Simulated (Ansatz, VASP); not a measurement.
# Two plane-wave programs on LiF

```
CELL_PARAMETERS angstrom
0.00000 2.03065 2.03065
2.03065 0.00000 2.03065
2.03065 2.03065 0.00000
ATOMIC_POSITIONS crystal
Li 0.00000 0.00000 0.00000
F 0.50000 0.50000 0.50000
```

Change from the starting cell: volume scaled by 1.025, PAW files.

Alike in both runs: task electric field gradients; functional LDA; k mesh 10 × 10 × 10; occupations fermi-dirac, width 0.03 eV; no spin polarisation.

```csv
,VASP,Ansatz
version,VASP 6.6.1,Ansatz 0.2.0
potentials or method,"VASP PAW LDA potentials, release 64 (Li_sv, F)","PAW with Ansatz's default frozen-core files, scalar-relativistic"
plane-wave cutoff (eV),520,420
valence electrons in the cell,10,10
```

```csv
,VASP,Ansatz,Ansatz less VASP
gap on the k mesh at the Fermi level (eV),8.61,8.63,+0.010
```

LDA's correlation is that of Perdew and Zunger in VASP and of Perdew and Wang (1992) in Ansatz.

Noted on VASP's run: the cutoff is short for stress, so the pressure is rough.
